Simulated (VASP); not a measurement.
# Co (I4_1/amd) in VASP: a series of runs, part 2 of 2

VASP 6.6.1.

## (3) Single point, PBE, collinear spin, ferromagnetic start (11.04 Å³/atom)

This run uses another cell than the first one, of 11.04 Å³/atom.

File INCAR:

```
ALGO = Normal
EDIFF = 1E-6
ENCUT = 520
GGA = PE
ISIF = 2
ISMEAR = 0
ISPIN = 2
KPAR = 4
LASPH = T
LCHARG = T
LMAXMIX = 4
LORBIT = 11
LREAL = F
LVHAR = T
LWAVE = F
MAGMOM = 2.05 2.05 1.96 1.96 1.96 1.96
NBANDS = 40
NELM = 150
PREC = Accurate
SIGMA = 0.15
```

File KPOINTS:

```
k-points
0
Gamma
  12 12 12
```

File POSCAR:

```
Co
1.0
    0.0000000000      3.2986447163      3.0446490731
    3.2986447163      0.0000000000      3.0446490731
    3.2986447163      3.2986447163      0.0000000000
Co
6
Direct
    0.2500000000      0.2500000000      0.2500000000
    0.0000000000      0.0000000000      0.0000000000
    0.6250000000      0.6250000000      0.1250000000
    0.6250000000      0.1250000000      0.6250000000
    0.1250000000      0.6250000000      0.6250000000
    0.6250000000      0.6250000000      0.6250000000
```

Potentials or basis: VASP PAW PBE potentials, release 64 (Co).

Command:

```bash
> cat potpaw_PBE.64/Co/POTCAR > POTCAR
> mpirun -np 4 vasp_std > vasp.out
```

OUTCAR:

```text
EDIFF = 1E-6
   ENCUT = 520
   GGA = PE
   ISIF = 2
   ISMEAR = 0
   ISPIN = 2
   LASPH = T
   LORBIT = 11
   LREAL = F
   NELM = 150
   PREC = Accurate

 ion  position               nearest neighbor table
   1  0.250  0.250  0.250-   3 2.56   6 2.56   5 2.56   4 2.56   5 2.72   4 2.72   3 2.72   5 2.72
                             6 2.72   3 2.72   4 2.72   6 2.72   2 2.79   2 2.79   2 2.79   2 2.79
   2  0.000  0.000  0.000-   4 2.56   5 2.56   6 2.56   3 2.56   3 2.72   6 2.72   4 2.72   5 2.72
                             6 2.72   3 2.72   4 2.72   5 2.72   1 2.79   1 2.79   1 2.79   1 2.79
   3  0.625  0.625  0.125-   4 2.24   5 2.24   4 2.24   5 2.24   6 2.33   6 2.33   1 2.56   2 2.56
                             2 2.72   1 2.72   2 2.72   1 2.72
   4  0.625  0.125  0.625-   6 2.24   3 2.24   3 2.24   6 2.24   5 2.33   5 2.33   2 2.56   1 2.56
                             1 2.72   2 2.72   1 2.72   2 2.72
   5  0.125  0.625  0.625-   6 2.24   3 2.24   3 2.24   6 2.24   4 2.33   4 2.33   1 2.56   2 2.56
                             1 2.72   2 2.72   1 2.72   2 2.72
   6  0.625  0.625  0.625-   4 2.24   5 2.24   4 2.24   5 2.24   3 2.33   3 2.33   2 2.56   1 2.56
                             2 2.72   1 2.72   2 2.72   1 2.72

  LATTYP: Found a body centered tetragonal cell.
 ALAT       =     4.6649880952
 C/A-ratio  =     1.3053191181

  Lattice vectors:

 A1 = (   0.0000000000,  -3.2986447163,  -3.0446490731)
 A2 = (   0.0000000000,   3.2986447163,  -3.0446490731)
 A3 = (   3.2986447163,   0.0000000000,   3.0446490731)

Analysis of symmetry for initial positions (statically):
=====================================================================
 Subroutine PRICEL returns:
 Original cell was already a primitive cell.

 Routine SETGRP: Setting up the symmetry group for a
 body centered tetragonal supercell.

 Subroutine GETGRP returns: Found 16 space group operations
 (whereof  8 operations were pure point group operations)
 out of a pool of 16 trial point group operations.

The static configuration has the point symmetry D_2d.
 The point group associated with its full space group is D_4h.

Analysis of symmetry for dynamics (positions and initial velocities):
[... 1200 lines left out ...]
     38      18.3482      0.00000
     39      19.2282      0.00000

 [... further k-points ...]

 spin component 2

 k-point     1 :       0.0000    0.0000    0.0000
  band No.  band energies     occupation
      1       1.2046      1.00000
      2       5.0748      1.00000
      3       6.2981      1.00000
      4       6.2981      1.00000
      5       6.3467      1.00000
      6       6.8810      1.00000
[... 997 lines left out ...]
     38      18.9860      0.00000
     39      19.8501      0.00000

 [... further k-points ...]

 [bands above 39 left out]

------------------------ aborting loop because EDIFF is reached ----------------------------------------

  FORCE on cell =-STRESS in cart. coord.  units (eV):
  Direction    XX          YY          ZZ          XY          YZ          ZX
  --------------------------------------------------------------------------------------
  -------------------------------------------------------------------------------------
  Total        1.7069240      1.7069240      6.8966068      0.0000000      0.0000000     -0.0000000
  in kB       41.2749397     41.2749397    166.7660816      0.0000000      0.0000000     -0.0000000
  external PRESSURE =      83.1053203 kB  Pullay stress =       0.0000000 kB

 VOLUME and BASIS-vectors are now :
 -----------------------------------------------------------------------------
  energy-cutoff  :      520.00
  volume of cell :       66.26
      direct lattice vectors                 reciprocal lattice vectors
     0.000000000  3.298644716  3.044649073    -0.151577403  0.151577403  0.164222539
     3.298644716  0.000000000  3.044649073     0.151577403 -0.151577403  0.164222539
     3.298644716  3.298644716  0.000000000     0.151577403  0.151577403 -0.164222539

 POSITION                                       TOTAL-FORCE (eV/Angst)
 -----------------------------------------------------------------------------------
      1.64932      1.64932      1.52232         0.000000      0.000000     -0.000000
      0.00000      0.00000      0.00000        -0.000000     -0.000000      0.000000
      2.47398      2.47398      3.80581         0.000000     -0.000000     -0.000000
      2.47398      4.12331      2.28349         0.000000     -0.000000     -0.000000
      4.12331      2.47398      2.28349         0.000000     -0.000000     -0.000000
      4.12331      4.12331      3.80581         0.000000     -0.000000      0.000000
 -----------------------------------------------------------------------------------
    total drift:                                0.000000      0.000000      0.000000

  FREE ENERGIE OF THE ION-ELECTRON SYSTEM (eV)
  ---------------------------------------------------
  free  energy   TOTEN  =       -40.8745509528 eV

  energy  without entropy=      -40.7926778278  energy(sigma->0) =      -40.83361439

 total charge

# of ion       s       p       d       tot
------------------------------------------
    1        0.402   0.416   7.199   8.018
    2        0.402   0.416   7.199   8.018
    3        0.547   0.590   7.324   8.461
    4        0.547   0.590   7.324   8.461
    5        0.547   0.590   7.324   8.461
    6        0.547   0.590   7.324   8.461
--------------------------------------------------
tot          2.992   3.193  43.694  49.879

 magnetization (x)

# of ion       s       p       d       tot
------------------------------------------
    1       -0.007  -0.039   1.811   1.765
    2       -0.007  -0.039   1.811   1.765
    3       -0.010  -0.053   1.731   1.668
    4       -0.010  -0.053   1.731   1.668
    5       -0.010  -0.053   1.731   1.668
    6       -0.010  -0.053   1.731   1.668
--------------------------------------------------
tot         -0.052  -0.291  10.547  10.204
```

OSZICAR:

```text
N       E                     dE             d eps       ncg     rms          rms(c)
DAV:   1     0.400547952686E+03    0.40055E+03   -0.22727E+04 26144   0.181E+03
DAV:   2    -0.162759992285E+02   -0.41682E+03   -0.39337E+03 26080   0.357E+02
[... 11 lines left out ...]
DAV:  14    -0.408749970678E+02   -0.18472E-03   -0.12543E-03 28936   0.359E-01    0.353E-01
DAV:  15    -0.408745585352E+02    0.43853E-03   -0.37578E-04 37032   0.471E-01    0.109E-01
DAV:  16    -0.408745721501E+02   -0.13615E-04   -0.28846E-04 43208   0.219E-01    0.114E-01
DAV:  17    -0.408745528166E+02    0.19333E-04   -0.69501E-05 32056   0.199E-01    0.209E-02
DAV:  18    -0.408745526220E+02    0.19465E-06   -0.10608E-05 32512   0.308E-02    0.124E-02
DAV:  19    -0.408745510576E+02    0.15644E-05   -0.16616E-06 15056   0.162E-02    0.506E-03
DAV:  20    -0.408745509528E+02    0.10480E-06   -0.21159E-07 14120   0.353E-03
   1 F= -.40874551E+02 E0= -.40833614E+02  d E =-.818731E-01  mag=    10.1149
```

Wall time 11 min (4 MPI ranks of Oxide Virtual Turin-like, shared host); peak memory 0.64 GiB.

What came out:

* Free energy: -40.8746 eV
* Pressure: 8.3 GPa
* Net moment: 10.11 μB per cell
* Site moments: Co +1.76, +1.67 (each value once) μB
* Valence electrons inside the program's atomic spheres: Co 8.02, 8.46 (each value once)

Caveat: the stress differs along the axes, from 4 to 17 GPa.
